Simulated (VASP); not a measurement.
Write the native input for VASP 6.6.1 that does the following.

* Task: single point
* Functional: PBEsol
* Potentials or basis: VASP PAW PBE potentials, release 64 (W_sv, O)
* Cutoff: 520 eV
* k mesh: 8 × 8 × 8
* Occupations: gaussian, width 0.15 eV
* Spin: no spin polarisation
* Dipole correction: no
* Further INCAR settings: ALGO = Normal; EDIFF = 1e-06; NBANDS = 58

The structure of W3O lies in POSCAR:

```
W3O
1.0
    4.9038199110      0.0000000000      0.0000000000
    0.0000000000      4.9038199110      0.0000000000
    0.0000000000      0.0000000000      4.9038199110
W O
6 2
Direct
    0.5000000000      0.7500000000      0.0000000000
    0.0000000000      0.5000000000      0.7500000000
    0.2500000000      0.0000000000      0.5000000000
    0.5000000000      0.2500000000      0.0000000000
    0.0000000000      0.5000000000      0.2500000000
    0.7500000000      0.0000000000      0.5000000000
    0.5000000000      0.5000000000      0.5000000000
    0.0000000000      0.0000000000      0.0000000000
```

This cell differs from its parent crystal: strain +0.015 along x and y, +0.015 along z.

These files were run (other wordings do the same):

INCAR

```
SYSTEM = W3O
PREC = Accurate
ENCUT = 520
EDIFF = 1E-6
ISMEAR = 0
SIGMA = 0.15
LREAL = .False.
LASPH = .True.
NELM = 80
ALGO = Normal
ISIF = 2
LWAVE = .False.
LCHARG = .False.
GGA = PS
NBANDS = 58
```

KPOINTS

```
regular mesh
0
Gamma
  8 8 8
  0 0 0
```

Potentials or basis: VASP PAW PBE potentials, release 64 (W_sv, O).

Launch:

```console
$ cat potpaw_PBE.64/W_sv/POTCAR potpaw_PBE.64/O/POTCAR > POTCAR
$ mpirun -np 1 vasp_std > vasp.out
```

Results of the run:

```json
{
  "Pressure": "-10.0 GPa",
  "Band gap on the k mesh": "zero (bands 48 and 49 overlap by 0.85 eV)"
}
```

Caveat: the cell differs from its parent crystal (strain +0.015 along x and y, +0.015 along z); the cell stands under tension; the PAW data sets were made with another functional, which shifts forces and pressure a little; spin-orbit coupling is left out, which moves the levels of the heavy elements.

Wall time 4.7 min on 1 thread of Intel Xeon 8259CL (shared host), peak memory 0.31 GiB.
